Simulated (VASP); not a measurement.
# KZnF3 (Cmmm) in VASP: further runs

The runs below take KZnF3 through single point, with LDA.

Program: VASP 6.6.1. These are calculated values, not measurements. Logs are shortened: lines on timing, memory, paths and dates and some standing lists are left out, and cuts for length are marked.

## Step 1: The cell of the first run

The structure is orthorhombic, space group Cmmm (No. 65). Conventional cell: a = 5.670 Å, b = 5.785 Å, c = 4.050 Å, α = 90.00°, β = 90.00°, γ = 90.00°. Within 3.7 Å of K (site symmetry mmm) lie 12 F at 2.84 to 2.89 Å and 8 Zn at 3.48 to 3.53 Å. Within 2.7 Å of Zn (site symmetry mmm) lie 6 F at 2.02 to 2.03 Å. Within 2.7 Å of F (site symmetry 2/m) lie 2 Zn at 2.03 Å. Within 2.7 Å of F (site symmetry mmm) lie 2 Zn at 2.02 Å.

## Step 2: Single point, LDA (strain -0.0200 x Voigt [0, 0, 0, 1, 0, 0])

Contents of INCAR:

```
SYSTEM = KZnF3
ALGO = Normal
EDIFF = 1E-6
ENCUT = 520
GGA = CA
ISIF = 2
ISMEAR = 0
LASPH = .TRUE.
LCHARG = .FALSE.
LREAL = .FALSE.
LWAVE = .FALSE.
NBANDS = 29
NELM = 100
PREC = Accurate
SIGMA = 0.05
```

Contents of KPOINTS:

```
k-points
0
G
  6 6 6
  0 0 0
```

Contents of POSCAR:

```
KZnF3
1.0
    4.0500000000      0.0000000000      0.0000000000
    0.0000000000      4.0500000000     -0.0405000000
    0.0000000000     -0.0405000000      4.0500000000
K Zn F
1 1 3
Direct
    0.0000000000      0.0000000000      0.0000000000
    0.5000000000      0.5000000000      0.5000000000
    0.5000000000      0.5000000000      0.0000000000
    0.0000000000      0.5000000000      0.5000000000
    0.5000000000      0.0000000000      0.5000000000
```

Potentials or basis: VASP PAW LDA potentials, release 64 (K_sv, Zn, F).

Run with:

```bash
$ cat potpaw_LDA.64/K_sv/POTCAR potpaw_LDA.64/Zn/POTCAR potpaw_LDA.64/F/POTCAR > POTCAR
$ mpirun -np 1 vasp_std > vasp.out
```

OUTCAR:

```text
SYSTEM = KZnF3
   EDIFF = 1E-6
   ENCUT = 520
   GGA = CA
   ISIF = 2
   ISMEAR = 0
   LASPH = .TRUE.
   LREAL = .FALSE.
   NELM = 100
   PREC = Accurate

 ion  position               nearest neighbor table
   1  0.000  0.000  0.000-   4 2.84   4 2.84
   2  0.500  0.500  0.500-   4 2.02   4 2.02   5 2.03   3 2.03   5 2.03   3 2.03
   3  0.500  0.500  0.000-   2 2.03   2 2.03
   4  0.000  0.500  0.500-   2 2.02   2 2.02   1 2.84   1 2.84
   5  0.500  0.000  0.500-   2 2.03   2 2.03

  LATTYP: Found a base centered orthorhombic cell.
 ALAT       =     5.6702892783
 B/A-ratio  =     1.0202020202
 C/A-ratio  =     0.7142492739

  Lattice vectors:

 A1 = (   0.0000000000,   4.0500000000,  -0.0405000000)
 A2 = (   0.0000000000,  -0.0405000000,   4.0500000000)
 A3 = (   4.0500000000,   0.0000000000,   0.0000000000)

Analysis of symmetry for initial positions (statically):
=====================================================================
 Subroutine PRICEL returns:
 Original cell was already a primitive cell.

 Routine SETGRP: Setting up the symmetry group for a
 base centered orthorhombic supercell.

 Subroutine GETGRP returns: Found  8 space group operations
 (whereof  8 operations were pure point group operations)
 out of a pool of  8 trial point group operations.

The static configuration has the point symmetry D_2h.

Analysis of symmetry for dynamics (positions and initial velocities):
=====================================================================
 Subroutine PRICEL returns:
 Original cell was already a primitive cell.

 Routine SETGRP: Setting up the symmetry group for a
 base centered orthorhombic supercell.

 Subroutine GETGRP returns: Found  8 space group operations
 (whereof  8 operations were pure point group operations)
 out of a pool of  8 trial point group operations.

The dynamic configuration has the point symmetry D_2h.

 Subroutine INISYM returns: Found  8 space group operations
 (whereof  8 operations are pure point group operations),
 and found     1 'primitive' translations

----------------------------------------------------------------------------------------

                                     Primitive cell

  volume of cell :      66.4235

  direct lattice vectors                    reciprocal lattice vectors
     4.050000000  0.000000000  0.000000000     0.246913580  0.000000000  0.000000000
     0.000000000  4.050000000 -0.040500000     0.000000000  0.246938274  0.002469383
     0.000000000 -0.040500000  4.050000000     0.000000000  0.002469383  0.246938274

  length of vectors
     4.050000000  4.050202495  4.050202495     0.246913580  0.246950621  0.246950621

  position of ions in fractional coordinates (direct lattice)
     0.000000000  0.000000000  0.000000000
     0.500000000  0.500000000  0.500000000
     0.500000000  0.500000000  0.000000000
     0.000000000  0.500000000  0.500000000
     0.500000000  0.000000000  0.500000000

  ion indices of the primitive-cell ions
   primitive index   ion index
                 1           1
                 2           2
                 3           3
                 4           4
                 5           5

----------------------------------------------------------------------------------------

 KPOINTS: k-points

Automatic generation of k-mesh.
 Grid dimensions read from file:
 generate k-points for:    6    6    6

 Generating k-lattice:

  Cartesian coordinates                     Fractional coordinates (reciprocal lattice)
     0.041152263  0.000000000  0.000000000     0.166666667  0.000000000  0.000000000
     0.000000000  0.041156379  0.000411564     0.000000000  0.166666667 -0.000000000
     0.000000000  0.000411564  0.041156379     0.000000000 -0.000000000  0.166666667

  Length of vectors
     0.041152263  0.041158437  0.041158437

  Shift w.r.t. Gamma in fractional coordinates (k-lattice)
     0.000000000  0.000000000  0.000000000

 Subroutine IBZKPT returns following result:
 ===========================================

 Found     52 irreducible k-points:

 Following reciprocal coordinates:
            Coordinates               Weight
  0.000000  0.000000  0.000000      1.000000
  0.166667  0.000000  0.000000      2.000000
  0.333333  0.000000  0.000000      2.000000
  0.500000  0.000000  0.000000      1.000000
  0.000000  0.166667  0.000000      4.000000
  0.166667  0.166667  0.000000      8.000000
[... 16 lines left out ...]
  0.333333  0.333333  0.166667      8.000000
  0.500000  0.333333  0.166667      4.000000
 [... further k-points ...]
   k-points           NKPTS =     52   k-points in BZ     NKDIM =     52   number of bands    NBANDS=     29
   number of dos      NEDOS =    301   number of ions     NIONS =      5
   total plane-waves  NPLWV =  27000
   dimension x,y,z NGX =    30 NGY =   30 NGZ =   30
   dimension x,y,z NGXF=    60 NGYF=   60 NGZF=   60
   ions per type =               1   1   3
   NGX,Y,Z   is equivalent  to a cutoff of  12.31, 12.31, 12.31 a.u.
   NGXF,Y,Z  is equivalent  to a cutoff of  24.63, 24.63, 24.63 a.u.
 SYSTEM =  KZnF3
   PREC   = accura    normal or accurate (medium, high low for compatibility)
   ISTART =      0    job   : 0-new  1-cont  2-samecut
   ICHARG =      2    charge: 1-file 2-atom 10-const
   ISPIN  =      1    spin polarized calculation?
   LNONCOLLINEAR =      F non collinear calculations
   LSORBIT =      F    spin-orbit coupling
   LASPH  =      T    aspherical Exc in radial PAW
   ENCUT  =  520.0 eV  38.22 Ry    6.18 a.u.   7.53  7.53  7.53*2*pi/ulx,y,z
   NELM   =    100;   NELMIN=  2; NELMDL= -5     # of ELM steps
   EDIFF  = 0.1E-05   stopping-criterion for ELM
   LREAL  =      F    real-space projection
   EDIFFG = 0.1E-04   stopping-criterion for IOM
   NSW    =      0    number of steps for IOM
   IBRION =     -1    ionic relax: 0-MD 1-quasi-New 2-CG
   NFREE  =      0    steps in history (QN), initial steepest desc. (CG)
   ISIF   =      2    stress and relaxation
   ISYM   =      2    0-nonsym 1-usesym 2-fastsym
   POTIM  = 0.5000    time-step for ionic-motion
   TEBEG  =    0.0;   TEEND  =   0.0 temperature during run
   PSTRESS=    0.0 pullay stress
   NELECT =      42.0000    total number of electrons
   NUPDOWN=      -1.0000    fix difference up-down
   EMIN   =  10.00;   EMAX   =-10.00  energy-range for DOS
   EFERMI =   0.00;   METHOD = LEGACY
   ISMEAR =     0;   SIGMA  =   0.05  broadening in eV -4-tet -1-fermi 0-gaus
   EFERMI_NEDOS =   21; number of points for ismear=-14 and -15
   IALGO  =     38    algorithm
   IMIX   =      4    mixing-type and parameters
     AMIX     =   0.40;   BMIX     =  1.00
     AMIX_MAG =   1.60;   BMIX_MAG =  1.00
  volume/ion in A,a.u.               =      13.28        89.65
  Fermi-wavevector in a.u.,A,eV,Ry     =   1.405133  2.655316 26.863319  1.974398
  Thomas-Fermi vector in A             =   2.527625
   LORBIT       =      0    0 simple, 1 ext, 2 COOP (PROOUT), +10 PAW based schemes
   GGA     = CA    functional components
   LHFCALC =     F    Hartree Fock is set to
   AEXX    =    0.0000 exact exchange contribution
   IVDW    =     0    specifies the selected vdW correction
   LEPSILON=     F    determine dielectric tensor
   LRPA    =     F    only Hartree local field effects (RPA)
 non-spin polarized calculation
 Gauss-broadening in eV      SIGMA  =   0.05
  energy-cutoff  :      520.00
  volume of cell :       66.42
 maximum number of plane-waves:      1805
   NGX = 15   NGY = 15   NGZ = 15

 number of electron      41.9999979 magnetization

 Free energy of the ion-electron system (eV)
  ---------------------------------------------------
  ext. energy  EPLUGINS =         0.00000000
  ---------------------------------------------------
  free energy    TOTEN  =       -23.06178214 eV

  energy without entropy =      -23.06178214  energy(sigma->0) =      -23.06178214

 E-fermi :  -0.9193     XC(G=0): -10.5969

 val. band max:       -1.2015364775   @ k =   0.5000   0.5000   0.5000
 cond. band min:       2.3910978185   @ k =   0.0000   0.0000   0.0000
 fundamental gap:      3.5926342960
 Fermi energy:        -0.9193281006

 k-point     1 :       0.0000    0.0000    0.0000
  band No.  band energies     occupation
      1     -27.7298      2.00000
      2     -22.3658      2.00000
      3     -21.6976      2.00000
      4     -21.6950      2.00000
      5     -11.4749      2.00000
      6     -11.4651      2.00000
[... 21 lines left out ...]
     28       9.7603      0.00000
     29      12.5589      0.00000

 k-point     2 :       0.1667    0.0000    0.0000
  band No.  band energies     occupation
      1     -27.7235      2.00000
      2     -22.3316      2.00000
      3     -21.7296      2.00000
      4     -21.6930      2.00000
      5     -11.4633      2.00000
      6     -11.4620      2.00000
[... 21 lines left out ...]
     28       9.8139      0.00000
     29      12.4511      0.00000

 k-point     3 :       0.3333    0.0000    0.0000
  band No.  band energies     occupation
      1     -27.7108      2.00000
      2     -22.2516      2.00000
      3     -21.8050      2.00000
      4     -21.6888      2.00000
      5     -11.4595      2.00000
      6     -11.4361      2.00000
[... 21 lines left out ...]
     28       9.9821      0.00000
     29      12.0707      0.00000

 k-point     4 :       0.5000    0.0000    0.0000
  band No.  band energies     occupation
      1     -27.7044      2.00000
      2     -22.2000      2.00000
      3     -21.8546      2.00000
      4     -21.6870      2.00000
      5     -11.4576      2.00000
      6     -11.4229      2.00000
[... 597 lines left out ...]
     28      10.0387      0.00000
     29      11.7663      0.00000

 k-point    23 :       0.3333    0.3333    0.1667
  band No.  band energies     occupation
      1     -27.6919      2.00000
      2     -22.0793      2.00000
      3     -21.8242      2.00000
      4     -21.7807      2.00000
      5     -11.5327      2.00000
      6     -11.5051      2.00000
[... 21 lines left out ...]
     28      10.2685      0.00000
     29      11.6198      0.00000

 k-point    24 :       0.5000    0.3333    0.1667
  band No.  band energies     occupation
      1     -27.6873      2.00000
      2     -22.0071      2.00000
      3     -21.8661      2.00000
      4     -21.7940      2.00000
      5     -11.5422      2.00000
      6     -11.5283      2.00000
[... 21 lines left out ...]
     28      10.4590      0.00000
     29      11.3873      0.00000

 [... further k-points ...]

------------------------ aborting loop because EDIFF is reached ----------------------------------------

  FORCE on cell =-STRESS in cart. coord.  units (eV):
  Direction    XX          YY          ZZ          XY          YZ          ZX
  --------------------------------------------------------------------------------------
  -------------------------------------------------------------------------------------
  Total       -1.8083780     -1.8047295     -1.8047295      0.0000000      0.2709707      0.0000000
  in kB      -43.6192476    -43.5312432    -43.5312432      0.0000000      6.5359877      0.0000000
  external PRESSURE =     -43.5605780 kB  Pullay stress =       0.0000000 kB

 VOLUME and BASIS-vectors are now :
 -----------------------------------------------------------------------------
  energy-cutoff  :      520.00
  volume of cell :       66.42
      direct lattice vectors                 reciprocal lattice vectors
     4.050000000  0.000000000  0.000000000     0.246913580  0.000000000  0.000000000
     0.000000000  4.050000000 -0.040500000     0.000000000  0.246938274  0.002469383
     0.000000000 -0.040500000  4.050000000     0.000000000  0.002469383  0.246938274

 POSITION                                       TOTAL-FORCE (eV/Angst)
 -----------------------------------------------------------------------------------
      0.00000      0.00000      0.00000         0.000000     -0.000000      0.000000
      2.02500      2.00475      2.00475         0.000000     -0.000000      0.000000
      2.02500      2.02500     -0.02025         0.000000      0.000000      0.000000
      0.00000      2.00475      2.00475         0.000000     -0.000000      0.000000
      2.02500     -0.02025      2.02500         0.000000      0.000000      0.000000
 -----------------------------------------------------------------------------------
    total drift:                                0.000000      0.000000     -0.000000

  FREE ENERGIE OF THE ION-ELECTRON SYSTEM (eV)
  ---------------------------------------------------
  free  energy   TOTEN  =       -23.0617821420 eV

  energy  without entropy=      -23.0617821420  energy(sigma->0) =      -23.06178214
```

Run time: 82 s. Hardware: 1 thread of Oxide Virtual Turin-like, shared host; peak memory 0.18 GiB.

Results:

- Free energy: -23.0618 eV
- Pressure: -4.4 GPa
- Band gap on the k mesh: 3.59 eV (least direct gap 5.35 eV)

Stress tensor (GPa, compression positive):
```
-4.36  0.00  0.00
 0.00 -4.35  0.65
 0.00  0.65 -4.35
```

Caveat: the cell differs from its parent crystal (strain -0.0200 x Voigt [0, 0, 0, 1, 0, 0]); the cell stands under tension. A k mesh can miss the band edges.

## Step 3: Single point, LDA (strain +0.0150 x Voigt [0, 0, 0, 1, 0, 0])

Contents of INCAR:

```
ALGO = Normal
EDIFF = 1E-6
ENCUT = 520
GGA = CA
ISIF = 2
ISMEAR = 0
LASPH = T
LCHARG = F
LREAL = F
LWAVE = F
NBANDS = 29
NELM = 100
PREC = Accurate
SIGMA = 0.05
```

Contents of KPOINTS:

```
k-points
0
Gamma
  6 6 6
```

POSCAR, as its differences from that of step 2:

```diff
@@ -3,4 +3,4 @@
     4.0500000000      0.0000000000      0.0000000000
-    0.0000000000      4.0500000000     -0.0405000000
-    0.0000000000     -0.0405000000      4.0500000000
+    0.0000000000      4.0500000000      0.0303750000
+    0.0000000000      0.0303750000      4.0500000000
 K Zn F
```

Potentials or basis: VASP PAW LDA potentials, release 64 (K_sv, Zn, F).

Run with:

```bash
$ cat potpaw_LDA.64/K_sv/POTCAR potpaw_LDA.64/Zn/POTCAR potpaw_LDA.64/F/POTCAR > POTCAR
$ mpirun -np 1 vasp_std > vasp.out
```

It took 74 s on 1 thread of Oxide Virtual Turin-like, shared host; peak memory 0.18 GiB.

It converged, with:

```
Free energy            : -23.0629 eV
Pressure               : -4.4 GPa
Band gap on the k mesh : 3.59 eV (least direct gap 5.37 eV)
```

Stress tensor (GPa, compression positive):
```
-4.36  0.00  0.00
 0.00 -4.35 -0.49
 0.00 -0.49 -4.35
```

Levels at points of the mesh, in eV from the valence-band top:
| k point | band 19 | band 20 | band 21 | band 22 | band 23 | band 24 |
| --- | --- | --- | --- | --- | --- | --- |
| (0.00, 0.00, 0.00) | -1.82 | -1.80 | -1.77 | 3.59 | 8.47 | 8.47 |
| (0.50, 0.00, 0.00) | -1.67 | -1.67 | -1.63 | 6.40 | 8.04 | 9.47 |
| (0.00, 0.50, 0.00) | -1.67 | -1.67 | -1.63 | 6.40 | 8.04 | 9.46 |
| (0.50, 0.50, 0.00) | -1.77 | -1.44 | 0.00 | 7.88 | 9.89 | 9.89 |
| (0.00, 0.50, 0.50) | -1.76 | -1.44 | 0.00 | 7.88 | 9.88 | 9.90 |
| (0.50, 0.50, 0.50) | -1.42 | 0.00 | 0.00 | 8.16 | 8.22 | 8.27 |

Caveat: the cell differs from its parent crystal (strain +0.0150 x Voigt [0, 0, 0, 1, 0, 0]); the cell stands under tension. A k mesh can miss the band edges.

## Step 4: Single point, LDA (strain -0.0100 x Voigt [0, 0, 0, 1, 0, 0])

Contents of INCAR:

```
SYSTEM = KZnF3
PREC     = Accurate       ! precision mode
ENCUT    = 520            ! plane-wave cutoff, eV
EDIFF    = 1E-6           ! SCF threshold, eV
ISMEAR   = 0              ! smearing method
SIGMA    = 0.05           ! smearing width, eV
LREAL    = .FALSE.        ! projectors in reciprocal space
LASPH    = .TRUE.         ! aspherical terms in the spheres
NELM     = 60             ! most SCF steps
ALGO     = Normal         ! electronic algorithm
ISIF     = 2              ! what is computed and relaxed
LWAVE    = .FALSE.        ! write WAVECAR
LCHARG   = .FALSE.        ! write CHGCAR
NBANDS   = 29             ! bands
```

Contents of KPOINTS:

```
regular mesh
0
G
  6 6 6
  0 0 0
```

POSCAR, as its differences from that of step 3:

```diff
@@ -3,4 +3,4 @@
     4.0500000000      0.0000000000      0.0000000000
-    0.0000000000      4.0500000000      0.0303750000
-    0.0000000000      0.0303750000      4.0500000000
+    0.0000000000      4.0500000000     -0.0202500000
+    0.0000000000     -0.0202500000      4.0500000000
 K Zn F
```

Run with:

```bash
$ cat potpaw_LDA.64/K_sv/POTCAR potpaw_LDA.64/Zn/POTCAR potpaw_LDA.64/F/POTCAR > POTCAR
$ mpirun -np 1 vasp_std > vasp.out
```

Wall time 96 s (1 thread of Oxide Virtual Turin-like, shared host); peak memory 0.18 GiB.

It converged, with:

```
Free energy            : -23.0637 eV
Pressure               : -4.4 GPa
Band gap on the k mesh : 3.59 eV (least direct gap 5.38 eV)
```

Stress tensor (GPa, compression positive):
```
-4.36  0.00  0.00
 0.00 -4.36  0.33
 0.00  0.33 -4.36
```

Levels at points of the mesh, in eV from the valence-band top:
```
           k point  band 19  band 20  band 21  band 22  band 23  band 24
(0.00, 0.00, 0.00)    -1.82    -1.80    -1.78     3.59     8.47     8.47
(0.50, 0.00, 0.00)    -1.67    -1.67    -1.63     6.40     8.04     9.47
(0.00, 0.50, 0.00)    -1.67    -1.67    -1.63     6.40     8.04     9.46
(0.50, 0.50, 0.00)    -1.77    -1.44     0.00     7.88     9.89     9.89
(0.00, 0.50, 0.50)    -1.76    -1.44     0.00     7.88     9.88     9.90
(0.50, 0.50, 0.50)    -1.42     0.00     0.00     8.18     8.22     8.25
```

Caveat: the cell differs from its parent crystal (strain -0.0100 x Voigt [0, 0, 0, 1, 0, 0]); the cell stands under tension. A k mesh can miss the band edges.

## Step 5: Summary

```tsv
cell	gap on the mesh (eV)	pressure (GPa)
a = 4.050 Å, angles 91.1, 90.0, 90.0°, 5 atoms	3.59	-4.4
a = 4.050 Å, angles 89.1, 90.0, 90.0°, 5 atoms	3.59	-4.4
a = 4.050 Å, angles 90.6, 90.0, 90.0°, 5 atoms	3.59	-4.4
```

Alike in all rows: task single point; level LDA; potentials or basis VASP PAW LDA potentials, release 64 (K_sv, Zn, F); no spin polarisation; k mesh 6 × 6 × 6; cutoff (eV) 520; smearing gaussian 0.05 eV.

Caveats: the cell stands under tension.

Absolute energies hang on the potentials; compare differences alone.
